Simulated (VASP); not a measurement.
# Hf2S in VASP: single point with PBEsol

Aim: the single point of Hf2S with PBEsol.

All numbers are computed with VASP 6.6.1; they aren't measurements. Logs are shortened: lines on timing, memory, paths and dates and some standing lists are left out, and cuts for length are marked.

## (1) The cell of the first run

The cell holds a slab with vacuum, 12 atoms: a = 3.347 Å, b = 3.347 Å, c = 35.963 Å, α = 90.00°, β = 90.00°, γ = 120.00°.

## (2) Single point, PBEsol

The input, INCAR:

```
SYSTEM = Hf2S
PREC = Accurate
ENCUT = 520
EDIFF = 1E-6
ISMEAR = 0
SIGMA = 0.1
LREAL = .False.
LASPH = .True.
NELM = 100
ALGO = Normal
ISIF = 2
LWAVE = .False.
LCHARG = .False.
LDIPOL = .True.
IDIPOL = 3
DIPOL = 0.5 0.5 0.500
GGA = PS
NBANDS = 64
```

The input, KPOINTS:

```
regular mesh
0
Gamma
  12 12 1
  0 0 0
```

The input, POSCAR:

```
Hf2S
1.0
    3.3465310250      0.0000000000      0.0000000000
   -1.6732655125      2.8981808822      0.0000000000
    0.0000000000      0.0000000000     35.9633760191
Hf S
8 4
Direct
    0.3333333333      0.6666666667      0.2099063462
    0.3333333333      0.6666666667      0.3045435294
    0.6666666667      0.3333333333      0.3707200608
    0.6666666667      0.3333333333      0.4671041414
    0.3333333333      0.6666666667      0.5328958596
    0.3333333333      0.6666666667      0.6292799401
    0.6666666667      0.3333333333      0.6954564705
    0.6666666667      0.3333333333      0.7900936533
    0.0000000000      0.0000000000      0.2567854269
    0.0000000000      0.0000000000      0.4189121768
    0.0000000000      0.0000000000      0.5810878238
    0.0000000000      0.0000000000      0.7432145713
```

Potentials or basis: VASP PAW PBE potentials, release 64 (Hf_pv, S).

Launch:

```console
cat potpaw_PBE.64/Hf_pv/POTCAR potpaw_PBE.64/S/POTCAR > POTCAR
mpirun -np 1 vasp_std > vasp.out
```

OUTCAR:

```text
SYSTEM = Hf2S
   PREC = Accurate
   ENCUT = 520
   EDIFF = 1E-6
   ISMEAR = 0
   LREAL = .False.
   LASPH = .True.
   NELM = 100
   ISIF = 2
   GGA = PS

 ion  position               nearest neighbor table
   1  0.333  0.667  0.210-   9 2.56   9 2.56   9 2.56   2 3.40
   2  0.333  0.667  0.305-   9 2.59   9 2.59   9 2.59   3 3.07   3 3.07   3 3.07   1 3.40
   3  0.667  0.333  0.371-  10 2.60  10 2.60  10 2.60   2 3.07   2 3.07   2 3.07   4 3.47
   4  0.667  0.333  0.467-  10 2.60  10 2.60  10 2.60   5 3.05   5 3.05   5 3.05   3 3.47
   5  0.333  0.667  0.533-  11 2.60  11 2.60  11 2.60   4 3.05   4 3.05   4 3.05   6 3.47
   6  0.333  0.667  0.629-  11 2.60  11 2.60  11 2.60   7 3.07   7 3.07   7 3.07   5 3.47
   7  0.667  0.333  0.695-  12 2.59  12 2.59  12 2.59   6 3.07   6 3.07   6 3.07   8 3.40
   8  0.667  0.333  0.790-  12 2.56  12 2.56  12 2.56   7 3.40
   9  0.000  0.000  0.257-   1 2.56   1 2.56   1 2.56   2 2.59   2 2.59   2 2.59
  10  0.000  0.000  0.419-   4 2.60   4 2.60   4 2.60   3 2.60   3 2.60   3 2.60
  11  0.000  0.000  0.581-   5 2.60   5 2.60   5 2.60   6 2.60   6 2.60   6 2.60
  12  0.000  0.000  0.743-   8 2.56   8 2.56   8 2.56   7 2.59   7 2.59   7 2.59

  LATTYP: Found a hexagonal cell.
 ALAT       =     3.3465310250
 C/A-ratio  =    10.7464642492

  Lattice vectors:

 A1 = (   3.3465310250,   0.0000000000,   0.0000000000)
 A2 = (  -1.6732655125,   2.8981808822,   0.0000000000)
 A3 = (   0.0000000000,   0.0000000000,  35.9633760191)

Analysis of symmetry for initial positions (statically):
=====================================================================
 Subroutine PRICEL returns:
 Original cell was already a primitive cell.

 Routine SETGRP: Setting up the symmetry group for a
 hexagonal supercell.

 Subroutine GETGRP returns: Found 12 space group operations
 (whereof 12 operations were pure point group operations)
 out of a pool of 24 trial point group operations.

The static configuration has the point symmetry D_3d.

Analysis of symmetry for dynamics (positions and initial velocities):
=====================================================================
 Subroutine PRICEL returns:
 Original cell was already a primitive cell.

 Routine SETGRP: Setting up the symmetry group for a
 hexagonal supercell.

 Subroutine GETGRP returns: Found 12 space group operations
 (whereof 12 operations were pure point group operations)
 out of a pool of 24 trial point group operations.

The dynamic configuration has the point symmetry D_3d.

 Subroutine INISYM returns: Found 12 space group operations
 (whereof 12 operations are pure point group operations),
 and found     1 'primitive' translations

----------------------------------------------------------------------------------------

                                     Primitive cell

  volume of cell :     348.8035

  direct lattice vectors                    reciprocal lattice vectors
     3.346531025  0.000000000  0.000000000     0.298816892  0.172522013  0.000000000
    -1.673265512  2.898180882  0.000000000     0.000000000  0.345044026  0.000000000
     0.000000000  0.000000000 35.963376019     0.000000000  0.000000000  0.027806066

  length of vectors
     3.346531025  3.346531025 35.963376019     0.345044026  0.345044026  0.027806066

  position of ions in fractional coordinates (direct lattice)
     0.333333333  0.666666667  0.209906346
     0.333333333  0.666666667  0.304543529
     0.666666667  0.333333333  0.370720061
     0.666666667  0.333333333  0.467104141
     0.333333333  0.666666667  0.532895860
     0.333333333  0.666666667  0.629279940
     0.666666667  0.333333333  0.695456470
     0.666666667  0.333333333  0.790093653
     0.000000000  0.000000000  0.256785427
     0.000000000  0.000000000  0.418912177
     0.000000000  0.000000000  0.581087824
     0.000000000  0.000000000  0.743214571

  ion indices of the primitive-cell ions
   primitive index   ion index
                 1           1
                 2           2
                 3           3
                 4           4
                 5           5
                 6           6
                 7           7
                 8           8
                 9           9
                10          10
                11          11
                12          12

----------------------------------------------------------------------------------------

 KPOINTS: regular mesh

Automatic generation of k-mesh.
 Grid dimensions read from file:
 generate k-points for:   12   12    1

 Generating k-lattice:

  Cartesian coordinates                     Fractional coordinates (reciprocal lattice)
     0.024901408  0.014376834  0.000000000     0.083333333  0.000000000  0.000000000
     0.000000000  0.028753669  0.000000000     0.000000000  0.083333333  0.000000000
     0.000000000  0.000000000  0.027806066     0.000000000  0.000000000  1.000000000

  Length of vectors
     0.028753669  0.028753669  0.027806066

  Shift w.r.t. Gamma in fractional coordinates (k-lattice)
     0.000000000  0.000000000  0.000000000

 Subroutine IBZKPT returns following result:
 ===========================================

 Found     19 irreducible k-points:

 Following reciprocal coordinates:
            Coordinates               Weight
  0.000000  0.000000  0.000000      1.000000
  0.083333  0.000000  0.000000      6.000000
  0.166667  0.000000  0.000000      6.000000
  0.250000  0.000000  0.000000      6.000000
  0.333333  0.000000  0.000000      6.000000
  0.416667  0.000000  0.000000      6.000000
[... 11 lines left out ...]
  0.333333  0.250000  0.000000     12.000000
  0.333333  0.333333  0.000000      2.000000
   k-points           NKPTS =     19   k-points in BZ     NKDIM =     19   number of bands    NBANDS=     64
   number of dos      NEDOS =    301   number of ions     NIONS =     12
   total plane-waves  NPLWV = 211680
   dimension x,y,z NGX =    28 NGY =   28 NGZ =  270
   dimension x,y,z NGXF=    56 NGYF=   56 NGZF=  540
   ions per type =               8   4
   NGX,Y,Z   is equivalent  to a cutoff of  13.91, 13.91, 12.48 a.u.
   NGXF,Y,Z  is equivalent  to a cutoff of  27.82, 27.82, 24.96 a.u.
 SYSTEM =  Hf2S
   PREC   = accura    normal or accurate (medium, high low for compatibility)
   ISTART =      0    job   : 0-new  1-cont  2-samecut
   ICHARG =      2    charge: 1-file 2-atom 10-const
   ISPIN  =      1    spin polarized calculation?
   LNONCOLLINEAR =      F non collinear calculations
   LSORBIT =      F    spin-orbit coupling
   LASPH  =      T    aspherical Exc in radial PAW
   ENCUT  =  520.0 eV  38.22 Ry    6.18 a.u.   6.22  6.22 66.87*2*pi/ulx,y,z
   NELM   =    100;   NELMIN=  2; NELMDL= -5     # of ELM steps
   EDIFF  = 0.1E-05   stopping-criterion for ELM
   LREAL  =      F    real-space projection
   EDIFFG = 0.1E-04   stopping-criterion for IOM
   NSW    =      0    number of steps for IOM
   IBRION =     -1    ionic relax: 0-MD 1-quasi-New 2-CG
   NFREE  =      0    steps in history (QN), initial steepest desc. (CG)
   ISIF   =      2    stress and relaxation
   ISYM   =      2    0-nonsym 1-usesym 2-fastsym
   POTIM  = 0.5000    time-step for ionic-motion
   TEBEG  =    0.0;   TEEND  =   0.0 temperature during run
   PSTRESS=    0.0 pullay stress
   NELECT =     104.0000    total number of electrons
   NUPDOWN=      -1.0000    fix difference up-down
   EMIN   =  10.00;   EMAX   =-10.00  energy-range for DOS
   EFERMI =   0.00;   METHOD = LEGACY
   ISMEAR =     0;   SIGMA  =   0.10  broadening in eV -4-tet -1-fermi 0-gaus
   EFERMI_NEDOS =   21; number of points for ismear=-14 and -15
   IALGO  =     38    algorithm
   IMIX   =      4    mixing-type and parameters
     AMIX     =   0.40;   BMIX     =  1.00
     AMIX_MAG =   1.60;   BMIX_MAG =  1.00
  volume/ion in A,a.u.               =      29.07       196.15
  Fermi-wavevector in a.u.,A,eV,Ry     =   1.093685  2.066765 16.274573  1.196147
  Thomas-Fermi vector in A             =   2.229975
   LORBIT       =      0    0 simple, 1 ext, 2 COOP (PROOUT), +10 PAW based schemes
   GGA     = PS    functional components
   LHFCALC =     F    Hartree Fock is set to
   AEXX    =    0.0000 exact exchange contribution
   IVDW    =     0    specifies the selected vdW correction
   LEPSILON=     F    determine dielectric tensor
   LRPA    =     F    only Hartree local field effects (RPA)
 non-spin polarized calculation
 Gauss-broadening in eV      SIGMA  =   0.10
  energy-cutoff  :      520.00
  volume of cell :      348.80
 maximum number of plane-waves:      9445
 NGX is ok and might be reduce to    28
   NGX = 13   NGY = 13   NGZ =133

 dipolmoment           0.000000      0.000000      0.000000 electrons x Angstroem

 number of electron     104.0000008 magnetization

 dipolmoment           0.000000      0.000000     -0.000000 electrons x Angstroem

 Free energy of the ion-electron system (eV)
  ---------------------------------------------------
  ext. energy  EPLUGINS =         0.00000000
  ---------------------------------------------------
  free energy    TOTEN  =      -111.94983474 eV

  energy without entropy =     -111.90391413  energy(sigma->0) =     -111.92687444

 E-fermi :   2.6742     XC(G=0):  -8.0932

 val. band max:        2.6517560356   @ k =   0.4167   0.0000   0.0000
 cond. band min:       2.6900539578   @ k =   0.0833   0.0000   0.0000
 fundamental gap:      0.0382979222
 Fermi energy:         2.6741831733

 k-point     1 :       0.0000    0.0000    0.0000
  band No.  band energies     occupation
      1     -28.7253      2.00000
      2     -28.7252      2.00000
      3     -28.4888      2.00000
      4     -28.3822      2.00000
      5     -28.3508      2.00000
      6     -28.2101      2.00000
[... 1262 lines left out ...]
     63       5.6749      0.00000
     64       5.6764      0.00000

------------------------ aborting loop because EDIFF is reached ----------------------------------------

 vacuum level on the upper side and lower side of the slab       (xc-potential included)        -0.007        -0.007

  FORCE on cell =-STRESS in cart. coord.  units (eV):
  Direction    XX          YY          ZZ          XY          YZ          ZX
  --------------------------------------------------------------------------------------
  -------------------------------------------------------------------------------------
  Total       -5.1943674     -5.1943674     -0.6809599     -0.0000000      0.0000000      0.0000000
  in kB      -23.8595609    -23.8595609     -3.1278889     -0.0000000      0.0000000      0.0000000
  external PRESSURE =     -16.9490035 kB  Pullay stress =       0.0000000 kB

 VOLUME and BASIS-vectors are now :
 -----------------------------------------------------------------------------
  energy-cutoff  :      520.00
  volume of cell :      348.80
      direct lattice vectors                 reciprocal lattice vectors
     3.346531025  0.000000000  0.000000000     0.298816892  0.172522013  0.000000000
    -1.673265512  2.898180882  0.000000000     0.000000000  0.345044026  0.000000000
     0.000000000  0.000000000 35.963376019     0.000000000  0.000000000  0.027806066

 POSITION                                       TOTAL-FORCE (eV/Angst)
 -----------------------------------------------------------------------------------
     -0.00000      1.93212      7.54894        -0.000000      0.000000      0.048199
     -0.00000      1.93212     10.95241         0.000000     -0.000000     -0.005482
      1.67327      0.96606     13.33234        -0.000000      0.000000      0.007744
      1.67327      0.96606     16.79864        -0.000000      0.000000     -0.007795
     -0.00000      1.93212     19.16473         0.000000      0.000000      0.007795
     -0.00000      1.93212     22.63103         0.000000     -0.000000     -0.007744
      1.67327      0.96606     25.01096        -0.000000      0.000000      0.005482
      1.67327      0.96606     28.41444         0.000000     -0.000000     -0.048199
      0.00000      0.00000      9.23487         0.000000      0.000000     -0.020127
      0.00000      0.00000     15.06550        -0.000000     -0.000000      0.000587
      0.00000      0.00000     20.89788         0.000000      0.000000     -0.000587
      0.00000      0.00000     26.72851        -0.000000     -0.000000      0.020127
 -----------------------------------------------------------------------------------
    total drift:                                0.000000     -0.000000      0.000003

  FREE ENERGIE OF THE ION-ELECTRON SYSTEM (eV)
  ---------------------------------------------------
  free  energy   TOTEN  =      -111.9498347388 eV

  energy  without entropy=     -111.9039141347  energy(sigma->0) =     -111.92687444

 vacuum level on the upper side and lower side of the slab         7.158         7.158
```

Wall time 30 min (1 thread of Intel Xeon 6975P-C (Granite Rapids), shared host); peak memory 0.65 GiB.

Results:

```yaml
Free_energy: -111.9498 eV
Largest_force: 0.048 eV/Å
Band_gap_on_the_k_mesh: zero (bands 52 and 53 overlap by 0.79 eV)
```

Forces on the atoms (eV/Å):
```
Hf   0.000  0.000  0.048
Hf   0.000  0.000 -0.005
Hf   0.000  0.000  0.008
Hf   0.000  0.000 -0.008
Hf   0.000  0.000  0.008
Hf   0.000  0.000 -0.008
Hf   0.000  0.000  0.005
Hf   0.000  0.000 -0.048
S    0.000  0.000 -0.020
S    0.000  0.000  0.001
S    0.000  0.000 -0.001
S    0.000  0.000  0.020
```

Caveat: the PAW data sets were made with another functional, which shifts forces and pressure a little; spin-orbit coupling is left out, which moves the levels of the heavy elements.

The gap in the log of VASP goes by the Fermi energy; the results here count the filled bands.